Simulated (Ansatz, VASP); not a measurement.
**Two plane-wave programs on HfAs4**

```
Hf As
1.0
     4.52773    0.00000    0.00000
     0.00000    4.52773    0.00000
     0.00000    0.00000    5.58489
Hf As
1 4
Direct
  0.00000 0.00000 0.00000
  0.50000 0.00000 0.27950
  0.00000 0.50000 0.72050
  0.50000 0.00000 0.72050
  0.00000 0.50000 0.27950
```

Change from the starting cell: ordered vacancies on the cation sites of fluorite (P4/mmm, No. 123).

Alike in both runs: functional PBE; k mesh 4 × 4 × 4; occupations gaussian, width 0.1 eV; no spin polarisation.

Ansatz relaxed the structure, and its values are those at the end. VASP's run is a single point on that final structure, the one shown.

|  | VASP | Ansatz |
| --- | --- | --- |
| version | VASP 6.6.1 | Ansatz 0.2.0 |
| potentials or method | VASP PAW PBE potentials, release 64 (Hf_pv, As), cutoff 520 eV | scalar-relativistic, plane waves, PAW |
| valence electrons in the cell | 30 | 86 |

Ansatz gave:

| Quantity | Value |
| --- | --- |
| gap on the k mesh at the Fermi level (eV) | none |
| pressure (GPa) | 0.0 |
| rms of the force components (eV/Å) | 0.000 |

Q: What did VASP give for the same quantities?

A: gap on the k mesh at the Fermi level (eV): none; pressure (GPa): 0.0; rms of the force components (eV/Å): 0.018.

A gap of «none» marks a metal or a gap that the smearing closes. VASP's potentials hold 30 valence electrons a cell and Ansatz's 86, so a difference there can come from the potentials and not from the codes.

Neither program's run includes spin-orbit coupling.
